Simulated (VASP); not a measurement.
Input of a VASP 6.6.1 run:

INCAR

```
  PREC = Accurate
  ENCUT = 1330
  EDIFF = 1E-6
  ISMEAR = 0
  SIGMA = 0.02
  LREAL = False
  LASPH = True
  NELM = 120
  ALGO = Normal
  ISIF = 2
  LWAVE = False
  LCHARG = False
  NBANDS = 11
  GGA_COMPAT = False
```

KPOINTS

```
Automatic mesh
0
Gamma
  12 12 12
```

POSCAR

```
BN
1.0
    0.0000000000      1.7899407159      1.7899407159
    1.7899407159      0.0000000000      1.7899407159
    1.7899407159      1.7899407159      0.0000000000
B N
1 1
Direct
    0.0000000000      0.0000000000      0.0000000000
    0.2500000000      0.2500000000      0.2500000000
```

Potentials or basis: VASP PAW LDA potentials, release 64 (B_h, N_h).

Launch:

```bash
$ cat potpaw_LDA.64/B_h/POTCAR potpaw_LDA.64/N_h/POTCAR > POTCAR
$ mpirun -np 1 vasp_std > vasp.out
```

What does it give for the band gap on the k mesh?

4.38 eV (least direct gap 8.83 eV).

What does it give for the pressure?

0.9 GPa.

A k mesh can miss the band edges.
